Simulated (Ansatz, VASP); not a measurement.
**One calculation of ZnCu, two programs**

File INCAR:

```
ALGO = Fast ; EDIFF = 1E-7
ENCUT = 520 ; GGA = PE
ISIF = 2 ; ISMEAR = 0
LASPH = T ; LCHARG = F
LREAL = F ; LWAVE = F
NBANDS = 56 ; NELM = 80
PREC = Accurate ; SIGMA = 0.1
```

Contents of KPOINTS:

```
k-points
0
Gamma
  6 6 2
```

Contents of POSCAR:

```
ZnCu
1.0
    3.0392489460      0.0000000000      0.0000000000
   -1.5196244730      2.6320667957      0.0000000000
    0.0000000000      0.0000000000     13.1404085819
Zn Cu
4 4
Direct
    0.3333333333      0.6666666667      0.1700000000
    0.6666666667      0.3333333333      0.6700000000
    0.3333333333      0.6666666667      0.3300000000
    0.6666666667      0.3333333333      0.8300000000
    0.3333333333      0.6666666667      0.6000000000
    0.6666666667      0.3333333333      0.1000000000
    0.3333333333      0.6666666667      0.9000000000
    0.6666666667      0.3333333333      0.4000000000
```

Input for Ansatz:

```yaml
crystal:
  lattice:
    - [3.039248946, 0.0, 0.0]
    - [-1.519624473, 2.6320667957, 0.0]
    - [0.0, 0.0, 13.1404085819]
  atoms:
    - { symbol: Zn, position: [0.3333333333, 0.6666666667, 0.17] }
    - { symbol: Zn, position: [0.6666666667, 0.3333333333, 0.67] }
    - { symbol: Zn, position: [0.3333333333, 0.6666666667, 0.33] }
    - { symbol: Zn, position: [0.6666666667, 0.3333333333, 0.83] }
    - { symbol: Cu, position: [0.3333333333, 0.6666666667, 0.6] }
    - { symbol: Cu, position: [0.6666666667, 0.3333333333, 0.1] }
    - { symbol: Cu, position: [0.3333333333, 0.6666666667, 0.9] }
    - { symbol: Cu, position: [0.6666666667, 0.3333333333, 0.4] }
basis:
  ecutwfc: 420
kpoints:
  mp_grid: { grid: [6, 6, 2] }
hamiltonian:
  xc: pbe
scf:
  occupations: { method: gaussian, width: 0.1 }
  lower_state_search: "off"
output:
  forces: true
  stress: true
  eigenvalues: true
```

Alike in both runs: task single point; functional PBE; k mesh 6 × 6 × 2; occupations gaussian, width 0.1 eV; no spin polarisation.

|  | VASP | Ansatz |
| --- | --- | --- |
| version | VASP 6.6.1 | Ansatz 0.2.0 |
| potentials or method | VASP PAW PBE potentials, release 64 (Zn, Cu), cutoff 520 eV | scalar-relativistic, plane waves, PAW |
| valence electrons in the cell | 92 | 124 |

```tsv
	VASP	Ansatz	Ansatz less VASP
gap on the k mesh at the Fermi level (eV)	none	none	-
rms of the force components (eV/Å)	3.670	3.630	-0.0398
```

Atom by atom the forces differ by 0.041 eV/Å (rms over components). A gap of «none» marks a metal or a gap that the smearing closes. VASP's potentials hold 92 valence electrons a cell and Ansatz's 124, so a difference there can come from the potentials and not from the codes.

The k mesh is coarse, so the values compare programs but aren't converged.
